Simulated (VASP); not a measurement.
# BeS (F-43m) in VASP: a series of runs, part 2 of 2

VASP 6.6.1.

### 4 Elastic constants, PBE

File INCAR:

```
PREC = Accurate
ENCUT = 600
EDIFF = 1E-8
ISMEAR = 0
SIGMA = 0.01
LREAL = F
LASPH = T
NELM = 100
ALGO = Normal
ISIF = 3
LWAVE = F
LCHARG = T
GGA = PE
IBRION = 6
NFREE = 2
POTIM = 0.015
NSW = 1
```

File KPOINTS:

```
regular mesh
0
Gamma
  8 8 8
```

File POSCAR:

```
BeS
1.0
    0.0000000000      2.4381082226      2.4381082226
    2.4381082226      0.0000000000      2.4381082226
    2.4381082226      2.4381082226      0.0000000000
Be S
1 1
Direct
    0.7500000000      0.7500000000      0.7500000000
    0.0000000000      0.0000000000      0.0000000000
```

Potentials or basis: VASP PAW PBE potentials, release 64 (Be, S).

Started as:

```console
$ cat potpaw_PBE.64/Be/POTCAR potpaw_PBE.64/S/POTCAR > POTCAR
$ mpirun -np 1 vasp_std > vasp.out
```

OUTCAR:

```text
PREC = Accurate
   ENCUT = 600
   EDIFF = 1E-8
   ISMEAR = 0
   LREAL = F
   LASPH = T
   NELM = 100
   ISIF = 3
   GGA = PE
   IBRION = 6
   NFREE = 2
   POTIM = 0.015
   NSW = 1

 ion  position               nearest neighbor table
   1  0.750  0.750  0.750-   2 2.11   2 2.11   2 2.11   2 2.11
   2  0.000  0.000  0.000-   1 2.11   1 2.11   1 2.11   1 2.11

  LATTYP: Found a face centered cubic cell.
 ALAT       =     4.8762164452

  Lattice vectors:

 A1 = (   0.0000000000,   2.4381082226,   2.4381082226)
 A2 = (   2.4381082226,   0.0000000000,   2.4381082226)
 A3 = (   2.4381082226,   2.4381082226,   0.0000000000)

Analysis of symmetry for initial positions (statically):
=====================================================================
[... 686 lines left out ...]
  x    -0.00000     0.00000     0.00000     0.00000     3.99963     0.00000
  y     0.00000     0.00000     0.00000     0.00000     0.00000     3.99963
  z     0.00000     0.00000    -0.00000     3.99963     0.00000     0.00000

 INTERNAL STRAIN TENSOR FOR ION    2 for displacements in x,y,z  (eV/Angst):
          X           Y           Z          XY          YZ          ZX
  --------------------------------------------------------------------------------
  x    -0.00000     0.00000     0.00000     0.00000    -4.00647     0.00000
  y     0.00000    -0.00000     0.00000     0.00000     0.00000    -4.00647
  z     0.00000     0.00000    -0.00000    -4.00647     0.00000     0.00000

 Eigenvectors and eigenvalues of the dynamical matrix
 ----------------------------------------------------

   1 f  =   16.697342 THz   104.912497 2PiTHz  556.963393 cm-1    69.054629 meV
             X         Y         Z           dx          dy          dz
      3.657162  3.657162  3.657162    -0.000000   -0.696455   -0.543674
      0.000000  0.000000  0.000000    -0.000000    0.369197    0.288207
[... 21 lines left out ...]
   6 f/i=    0.000743 THz     0.004666 2PiTHz    0.024772 cm-1     0.003071 meV
             X         Y         Z           dx          dy          dz
      3.657162  3.657162  3.657162     0.445751   -0.113648   -0.088089
      0.000000  0.000000  0.000000     0.840866   -0.214387   -0.166172

--------------------------------------------------------------------------------------------------------

 ELASTIC MODULI CONTR FROM IONIC RELAXATION (kBar)
 Direction    XX          YY          ZZ          XY          YZ          ZX
 --------------------------------------------------------------------------------
 XX          -0.0000     -0.0000     -0.0000     -0.0000     -0.0000     -0.0000
 YY          -0.0000     -0.0000     -0.0000     -0.0000     -0.0000     -0.0000
 ZZ          -0.0000     -0.0000     -0.0000     -0.0000     -0.0000     -0.0000
 XY          -0.0000     -0.0000     -0.0000   -110.3679      0.0000      0.0000
 YZ          -0.0000     -0.0000     -0.0000      0.0000   -110.3679      0.0000
 ZX          -0.0000     -0.0000     -0.0000      0.0000      0.0000   -110.3679
 --------------------------------------------------------------------------------

 TOTAL ELASTIC MODULI (kBar)
 Direction    XX          YY          ZZ          XY          YZ          ZX
 --------------------------------------------------------------------------------
 XX        1571.7248    608.3794    608.3794     -0.0000     -0.0000     -0.0000
 YY         608.3794   1571.7248    608.3794      0.0000     -0.0000     -0.0000
 ZZ         608.3794    608.3794   1571.7248     -0.0000      0.0000      0.0000
 XY          -0.0000      0.0000     -0.0000    822.4862      0.0000      0.0000
 YZ          -0.0000     -0.0000      0.0000      0.0000    822.4862      0.0000
 ZX          -0.0000     -0.0000      0.0000      0.0000      0.0000    822.4862
 --------------------------------------------------------------------------------
```

Run time: 12 min. Hardware: 1 thread of AMD EPYC 7R13, shared host; peak memory 0.2 GiB.

Results:

```
Elastic constants C11, C12, C44                         : 157, 61, 82 GPa
Voigt bulk modulus                                      : 93 GPa
Highest phonon frequency at Γ, LO-TO splitting left out : 557 cm⁻¹
```

Phonon frequencies in cm⁻¹ (negative: imaginary):
```
              q point        frequencies
(0.000, 0.000, 0.000)  0 0 0 557 557 557
```

Elastic tensor in Voigt notation (GPa, in the Cartesian axes of the cell as first typed):
```
157  61  61   0   0   0
 61 157  61   0   0   0
 61  61 157   0   0   0
  0   0   0  82   0   0
  0   0   0   0  82   0
  0   0   0   0   0  82
```

Clamped-ion elastic tensor (GPa):
```
157  61  61   0   0   0
 61 157  61   0   0   0
 61  61 157   0   0   0
  0   0   0  93   0   0
  0   0   0   0  93   0
  0   0   0   0   0  93
```

### 5 Density of states, PBEsol

File POSCAR:

```
BeS
1.0
    0.0000000000      2.4381650070      2.4381650070
    2.4381650070      0.0000000000      2.4381650070
    2.4381650070      2.4381650070      0.0000000000
Be S
1 1
Direct
    0.7500000000      0.7500000000      0.7500000000
    0.0000000000      0.0000000000      0.0000000000
```

File INCAR.step1:

```
PREC = Accurate ; ENCUT = 520
EDIFF = 1E-6 ; ISMEAR = 0
SIGMA = 0.02 ; LREAL = False
LASPH = True ; NELM = 120
ALGO = Normal ; ISIF = 2
LWAVE = False ; LCHARG = True
GGA = PS ; NBANDS = 11
GGA_COMPAT = False ; NEDOS = 2001
LORBIT = 11
```

File KPOINTS.step1:

```
Automatic mesh
0
Gamma
  8 8 8
```

File INCAR.step2:

```
PREC = Accurate ; ENCUT = 520
EDIFF = 1E-6 ; ISMEAR = -5
SIGMA = 0.02 ; LREAL = False
LASPH = True ; NELM = 120
ALGO = Normal ; ISIF = 2
LWAVE = False ; LCHARG = False
GGA = PS ; LORBIT = 10
NBANDS = 11 ; NEDOS = 2001
ICHARG = 11 ; GGA_COMPAT = False
```

File KPOINTS.step2:

```
Automatic mesh
0
Gamma
  12 12 12
```

Started as:

```console
$ cat potpaw_PBE.64/Be/POTCAR potpaw_PBE.64/S/POTCAR > POTCAR
$ cp INCAR.step1 INCAR
$ cp KPOINTS.step1 KPOINTS
$ mpirun -np 1 vasp_std > vasp.out
$ cp INCAR.step2 INCAR
$ cp KPOINTS.step2 KPOINTS
$ mpirun -np 1 vasp_std > vasp.out
```

It took 20 s on 1 thread of Intel Xeon Platinum 8259CL at 2.50GHz (Skylake/Cascade Lake), shared host; peak memory 0.15 GiB.

It converged, with:

```
Valence electrons inside the program's atomic spheres : Be 1.03; S 3.80
```

Levels at points of the mesh, in eV from the valence-band top:
```tsv
k point	band 1	band 2	band 3	band 4	band 5	band 6	band 7	band 8	band 9
(0.00, 0.00, 0.00)	-13.61	0.00	0.00	0.00	5.57	5.62	5.62	5.62	12.76
(0.50, 0.00, 0.00)	-12.02	-5.76	-1.02	-1.02	5.32	6.49	6.49	10.90	14.85
(0.50, 0.50, 0.00)	-11.49	-4.99	-2.62	-2.62	2.96	4.82	12.62	12.62	15.19
```

Caveat: the PAW data sets were made with another functional, which shifts forces and pressure a little.
